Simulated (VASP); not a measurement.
# ZrB2 in VASP: further runs, part 2 of 3

VASP 6.6.1.

## (4) Electric field gradients, LDA (equal xy, yz and zx shear strains of -2 %)

INCAR reads:

```
PREC = Accurate
ENCUT = 520
EDIFF = 1E-8
ISMEAR = -1
SIGMA = 0.05
LREAL = F
LASPH = T
NELM = 100
ALGO = Normal
ISIF = 2
LWAVE = F
LCHARG = F
GGA = CA
LEFG = T
NBANDS = 16
```

KPOINTS reads:

```
Automatic mesh
0
Gamma
  12 12 9
```

POSCAR reads:

```
ZrB2
1.0
    3.1649998255     -0.0316499983     -0.0316499983
   -1.6099096153      2.7567952510     -0.0115847034
   -0.0352000000     -0.0352000000      3.5200000000
Zr B
1 2
Direct
    0.0000000000      0.0000000000      0.0000000000
    0.3333333333      0.6666666667      0.5000000000
    0.6666666667      0.3333333333      0.5000000000
```

Potentials or basis: VASP PAW LDA potentials, release 64 (Zr_sv, B).

The run is started by

```bash
> cat potpaw_LDA.64/Zr_sv/POTCAR potpaw_LDA.64/B/POTCAR > POTCAR
> mpirun -np 1 vasp_std > vasp.out
```

OUTCAR:

```text
PREC = Accurate
   ENCUT = 520
   EDIFF = 1E-8
   ISMEAR = -1
   LREAL = F
   LASPH = T
   NELM = 100
   ISIF = 2
   GGA = CA

 ion  position               nearest neighbor table
   1  0.000  0.000  0.000-   3 2.49   2 2.49   3 2.51   2 2.51   2 2.54   3 2.54   2 2.56   3 2.56
                             2 2.56   3 2.56   3 2.56   2 2.56
   2  0.333  0.667  0.500-   3 1.81   3 1.83   3 1.84   1 2.49   1 2.51   1 2.54   1 2.56   1 2.56
                             1 2.56
   3  0.667  0.333  0.500-   2 1.81   2 1.83   2 1.84   1 2.49   1 2.51   1 2.54   1 2.56   1 2.56
                             1 2.56

  LATTYP: Found a triclinic cell.
[... 687 lines left out ...]
---------------------------------------------------------------------
 ion       V_xx      V_yy      V_zz      V_xy      V_xz      V_yz
---------------------------------------------------------------------
   1     -22.331   -22.120    44.451   -10.640   -21.370   -21.372
   2      -0.890    -0.863     1.753    -1.012    -0.697    -0.697
   3      -0.890    -0.863     1.753    -1.012    -0.697    -0.697
---------------------------------------------------------------------

 Electric field gradients after diagonalization (V/A^2)
 (convention: |V_zz| > |V_xx| > |V_yy|)
----------------------------------------------------------------------
 ion       V_xx      V_yy      V_zz     asymmetry (V_yy - V_xx)/ V_zz
----------------------------------------------------------------------
   1     -43.278   -11.585    54.863       0.578
   2       2.003     0.135    -2.138       0.873
   3       2.003     0.135    -2.138       0.873
----------------------------------------------------------------------

           NMR quadrupolar parameters

 Cq : quadrupolar parameter    Cq=e*Q*V_zz/h
 eta: asymmetry parameters     (V_yy - V_xx)/ V_zz
 Q  : nuclear electric quadrupole moment in mb (millibarn)
----------------------------------------------------------------------
 ion       Cq(MHz)       eta       Q (mb)
----------------------------------------------------------------------
   1       0.133       0.578       1.000
   2      -0.005       0.873       1.000
   3      -0.005       0.873       1.000
----------------------------------------------------------------------
```

OSZICAR:

```text
N       E                     dE             d eps       ncg     rms          rms(c)
DAV:   1     0.100486399266E+03    0.10049E+03   -0.97062E+03 20808   0.112E+03
DAV:   2    -0.260970388958E+02   -0.12658E+03   -0.12167E+03 27040   0.292E+02
DAV:   3    -0.301684178564E+02   -0.40714E+01   -0.40549E+01 32400   0.449E+01
DAV:   4    -0.302254340758E+02   -0.57016E-01   -0.57009E-01 24896   0.498E+00
DAV:   5    -0.302267817191E+02   -0.13476E-02   -0.13476E-02 31840   0.503E-01    0.220E+01
DAV:   6    -0.274943028403E+02    0.27325E+01   -0.61443E+00 27592   0.164E+01    0.878E+00
DAV:   7    -0.274439054498E+02    0.50397E-01   -0.62273E-01 28760   0.486E+00    0.336E+00
DAV:   8    -0.274437295725E+02    0.17588E-03   -0.10436E-01 25416   0.259E+00    0.378E-01
DAV:   9    -0.274391641254E+02    0.45654E-02   -0.21176E-02 26160   0.110E+00    0.179E-01
DAV:  10    -0.274388646522E+02    0.29947E-03   -0.15360E-03 24312   0.356E-01    0.415E-02
DAV:  11    -0.274388705307E+02   -0.58784E-05   -0.56019E-05 28424   0.698E-02    0.108E-02
DAV:  12    -0.274388694064E+02    0.11243E-05   -0.28453E-06 26536   0.146E-02    0.610E-03
DAV:  13    -0.274388691985E+02    0.20789E-06   -0.46335E-07 31816   0.596E-03    0.118E-03
DAV:  14    -0.274388692012E+02   -0.27537E-08   -0.22378E-08 22504   0.135E-03
   1 F= -.27438869E+02 E0= -.27437963E+02  d E =-.181234E-02
```

stdout:

```text
POSCAR found type information on POSCAR ZrB
 POSCAR found :  2 types and       3 ions
 scaLAPACK will be used
 LDA part: xc-table for (Slater(with rela. corr.)+CA(PZ))
 , standard interpolation
 POSCAR, INCAR and KPOINTS ok, starting setup
 FFT: planning ... GRIDC
 FFT: planning ... GRID_SOFT
 FFT: planning ... GRID
 WAVECAR not read
 entering main loop
ion   1
     0.0000523     0.4642669     0.8990668    -0.9874043     0.9013103     0.0002117
     0.0000720     0.4642669     0.8990668    -0.9874043     0.9013103     0.0002117
     0.0000992     0.4642669     0.8990668    -0.9874043     0.9013103     0.0002117
     0.0001366     0.4642669     0.8990667    -0.9874043     0.9013103     0.0002117

     0.0000523     9.9965784    20.0271790   -35.0746051    20.0263919     0.0951358
     0.0000720     9.9963515    20.0265840   -35.0741522    20.0257978     0.0951312
     0.0000992     9.9959946    20.0256362   -35.0734672    20.0248515     0.0951237
     0.0001366     9.9954369    20.0241342   -35.0724432    20.0233519     0.0951116
[... 12 lines left out ...]
ion   3
     0.0000257     0.8382911     0.5628650    -2.1123114     0.5632935     0.0124790
     0.0000354     0.8382911     0.5628650    -2.1123114     0.5632935     0.0124790
     0.0000487     0.8382911     0.5628650    -2.1123114     0.5632935     0.0124790
     0.0000671     0.8382911     0.5628650    -2.1123114     0.5632935     0.0124790

     0.0000257     1.2186290     0.8360581    -2.4009005     0.8367251     0.0175170
     0.0000354     1.2186289     0.8360581    -2.4009005     0.8367251     0.0175170
     0.0000487     1.2186289     0.8360580    -2.4009004     0.8367250     0.0175170
     0.0000671     1.2186287     0.8360579    -2.4009004     0.8367249     0.0175170
```

Wall time 5.2 min (1 thread of Intel Xeon 8259CL, shared host); peak memory 0.39 GiB.

What came out:

* Free energy: -27.4389 eV
* Pressure: -6.5 GPa
* Largest force: 0.049 eV/Å
* Band gap on the k mesh: zero (bands 9 and 10 overlap by 1.23 eV)
* Largest electric field gradient by atom: Zr +54.9; B -2.1 V/Å²

Forces on the atoms (eV/Å):
```
Zr   0.000  0.000  0.000
B   -0.049  0.004 -0.008
B    0.049 -0.004  0.008
```

Electric field gradients, principal values (V/Å²):
```tsv
atom	least	middle	greatest (by size)
1 Zr	-11.585	-43.278	54.863
2 B	0.135	2.003	-2.138
3 B	0.135	2.003	-2.138
```

Caveat: the cell differs from its parent crystal (equal xy, yz and zx shear strains of -2 %); the cell stands under tension; without QUAD_EFG the Cq values of the log hold for a quadrupole moment of 1 mb, not for the nuclei.

## (5) Electric field gradients, LDA (equal xy, yz and zx shear strains of -2 %)

INCAR reads:

```
SYSTEM = ZrB2
ALGO = Normal
EDIFF = 1E-8
ENCUT = 520
GGA = CA
ISIF = 2
ISMEAR = -1
LASPH = .True.
LCHARG = .False.
LEFG = .True.
LREAL = .False.
LWAVE = .False.
NBANDS = 16
NELM = 80
PREC = Accurate
SIGMA = 0.05
```

KPOINTS reads:

```
k-points
0
Gamma
  12 12 9
  0 0 0
```

POSCAR is that of step 4.

Potentials or basis: VASP PAW LDA potentials, release 64 (Zr_sv, B).

The run is started by

```bash
> cat potpaw_LDA.64/Zr_sv/POTCAR potpaw_LDA.64/B/POTCAR > POTCAR
> mpirun -np 1 vasp_std > vasp.out
```

OUTCAR:

```text
SYSTEM = ZrB2
   EDIFF = 1E-8
   ENCUT = 520
   GGA = CA
   ISIF = 2
   ISMEAR = -1
   LASPH = .True.
   LREAL = .False.
   NELM = 80
   PREC = Accurate

 ion  position               nearest neighbor table
   1  0.000  0.000  0.000-   3 2.49   2 2.49   3 2.51   2 2.51   2 2.54   3 2.54   2 2.56   3 2.56
                             2 2.56   3 2.56   3 2.56   2 2.56
   2  0.333  0.667  0.500-   3 1.81   3 1.83   3 1.84   1 2.49   1 2.51   1 2.54   1 2.56   1 2.56
                             1 2.56
   3  0.667  0.333  0.500-   2 1.81   2 1.83   2 1.84   1 2.49   1 2.51   1 2.54   1 2.56   1 2.56
                             1 2.56

  LATTYP: Found a triclinic cell.
 ALAT       =     3.1379278911
 B/A-ratio  =     1.0173814952
 C/A-ratio  =     1.1218715358
 COS(alpha) =     0.0072205084
 COS(beta)  =     0.0274156886
[... 663 lines left out ...]
     3.164999825 -0.031649998 -0.031649998     0.317862596  0.185646134  0.005035087
    -1.609909615  2.756795251 -0.011584703     0.003685940  0.364908032  0.003685940
    -0.035200000 -0.035200000  3.520000000     0.002870185  0.002870185  0.284148313

 POSITION                                       TOTAL-FORCE (eV/Angst)
 -----------------------------------------------------------------------------------
      0.00000      0.00000      0.00000         0.000000     -0.000000     -0.000000
     -0.03587      1.80971      1.74173        -0.048618      0.004148     -0.007973
      1.55576      0.88023      1.73504         0.048618     -0.004148      0.007973
 -----------------------------------------------------------------------------------
    total drift:                               -0.000000      0.000000      0.000000

  FREE ENERGIE OF THE ION-ELECTRON SYSTEM (eV)
  ---------------------------------------------------
  free  energy   TOTEN  =       -27.4388692012 eV

  energy  without entropy=      -27.4370568632  energy(sigma->0) =      -27.43796303

 Electric field gradients (V/A^2)
---------------------------------------------------------------------
 ion       V_xx      V_yy      V_zz      V_xy      V_xz      V_yz
---------------------------------------------------------------------
   1     -22.331   -22.120    44.451   -10.640   -21.370   -21.372
   2      -0.890    -0.863     1.753    -1.012    -0.697    -0.697
   3      -0.890    -0.863     1.753    -1.012    -0.697    -0.697
---------------------------------------------------------------------

 Electric field gradients after diagonalization (V/A^2)
 (convention: |V_zz| > |V_xx| > |V_yy|)
----------------------------------------------------------------------
 ion       V_xx      V_yy      V_zz     asymmetry (V_yy - V_xx)/ V_zz
----------------------------------------------------------------------
   1     -43.278   -11.585    54.863       0.578
   2       2.003     0.135    -2.138       0.873
   3       2.003     0.135    -2.138       0.873
----------------------------------------------------------------------

           NMR quadrupolar parameters

 Cq : quadrupolar parameter    Cq=e*Q*V_zz/h
 eta: asymmetry parameters     (V_yy - V_xx)/ V_zz
 Q  : nuclear electric quadrupole moment in mb (millibarn)
----------------------------------------------------------------------
 ion       Cq(MHz)       eta       Q (mb)
----------------------------------------------------------------------
   1       0.133       0.578       1.000
   2      -0.005       0.873       1.000
   3      -0.005       0.873       1.000
----------------------------------------------------------------------
```

OSZICAR:

```text
N       E                     dE             d eps       ncg     rms          rms(c)
DAV:   1     0.100486399266E+03    0.10049E+03   -0.97062E+03 20808   0.112E+03
DAV:   2    -0.260970388958E+02   -0.12658E+03   -0.12167E+03 27040   0.292E+02
DAV:   3    -0.301684178564E+02   -0.40714E+01   -0.40549E+01 32400   0.449E+01
DAV:   4    -0.302254340758E+02   -0.57016E-01   -0.57009E-01 24896   0.498E+00
DAV:   5    -0.302267817191E+02   -0.13476E-02   -0.13476E-02 31840   0.503E-01    0.220E+01
DAV:   6    -0.274943028403E+02    0.27325E+01   -0.61443E+00 27592   0.164E+01    0.878E+00
DAV:   7    -0.274439054498E+02    0.50397E-01   -0.62273E-01 28760   0.486E+00    0.336E+00
DAV:   8    -0.274437295725E+02    0.17588E-03   -0.10436E-01 25416   0.259E+00    0.378E-01
DAV:   9    -0.274391641254E+02    0.45654E-02   -0.21176E-02 26160   0.110E+00    0.179E-01
DAV:  10    -0.274388646522E+02    0.29947E-03   -0.15360E-03 24312   0.356E-01    0.415E-02
DAV:  11    -0.274388705307E+02   -0.58784E-05   -0.56019E-05 28424   0.698E-02    0.108E-02
DAV:  12    -0.274388694064E+02    0.11243E-05   -0.28453E-06 26536   0.146E-02    0.610E-03
DAV:  13    -0.274388691985E+02    0.20789E-06   -0.46335E-07 31816   0.596E-03    0.118E-03
DAV:  14    -0.274388692012E+02   -0.27537E-08   -0.22378E-08 22504   0.135E-03
   1 F= -.27438869E+02 E0= -.27437963E+02  d E =-.181234E-02
```

stdout:

```text
POSCAR found type information on POSCAR ZrB
 POSCAR found :  2 types and       3 ions
 scaLAPACK will be used
 LDA part: xc-table for (Slater(with rela. corr.)+CA(PZ))
 , standard interpolation
 POSCAR, INCAR and KPOINTS ok, starting setup
 FFT: planning ... GRIDC
 FFT: planning ... GRID_SOFT
 FFT: planning ... GRID
 WAVECAR not read
 entering main loop
ion   1
     0.0000523     0.4642669     0.8990668    -0.9874043     0.9013103     0.0002117
     0.0000720     0.4642669     0.8990668    -0.9874043     0.9013103     0.0002117
     0.0000992     0.4642669     0.8990668    -0.9874043     0.9013103     0.0002117
     0.0001366     0.4642669     0.8990667    -0.9874043     0.9013103     0.0002117

     0.0000523     9.9965784    20.0271790   -35.0746051    20.0263919     0.0951358
     0.0000720     9.9963515    20.0265840   -35.0741522    20.0257978     0.0951312
     0.0000992     9.9959946    20.0256362   -35.0734672    20.0248515     0.0951237
     0.0001366     9.9954369    20.0241342   -35.0724432    20.0233519     0.0951116
[... 12 lines left out ...]
ion   3
     0.0000257     0.8382911     0.5628650    -2.1123114     0.5632935     0.0124790
     0.0000354     0.8382911     0.5628650    -2.1123114     0.5632935     0.0124790
     0.0000487     0.8382911     0.5628650    -2.1123114     0.5632935     0.0124790
     0.0000671     0.8382911     0.5628650    -2.1123114     0.5632935     0.0124790

     0.0000257     1.2186290     0.8360581    -2.4009005     0.8367251     0.0175170
     0.0000354     1.2186289     0.8360581    -2.4009005     0.8367251     0.0175170
     0.0000487     1.2186289     0.8360580    -2.4009004     0.8367250     0.0175170
     0.0000671     1.2186287     0.8360579    -2.4009004     0.8367249     0.0175170
```

Wall time 5.7 min (1 thread of Intel Xeon 8259CL, shared host); peak memory 0.39 GiB.

Results:

| Item | Value |
| --- | --- |
| Free energy | -27.4389 eV |
| Pressure | -6.5 GPa |
| Largest force | 0.049 eV/Å |
| Band gap on the k mesh | zero (bands 9 and 10 overlap by 1.23 eV) |
| Largest electric field gradient by atom | Zr +54.9; B -2.1 V/Å² |

Forces in eV/Å, atoms in the order of the input:
```
Zr   0.000  0.000  0.000
B   -0.049  0.004 -0.008
B    0.049 -0.004  0.008
```

Electric field gradients, principal values (V/Å²):
| atom | least | middle | greatest (by size) |
| --- | --- | --- | --- |
| 1 Zr | -11.585 | -43.278 | 54.863 |
| 2 B | 0.135 | 2.003 | -2.138 |
| 3 B | 0.135 | 2.003 | -2.138 |

Caveat: the cell differs from its parent crystal (equal xy, yz and zx shear strains of -2 %); the cell stands under tension; without QUAD_EFG the Cq values of the log hold for a quadrupole moment of 1 mb, not for the nuclei.

(Continued in part 3 of 3.)
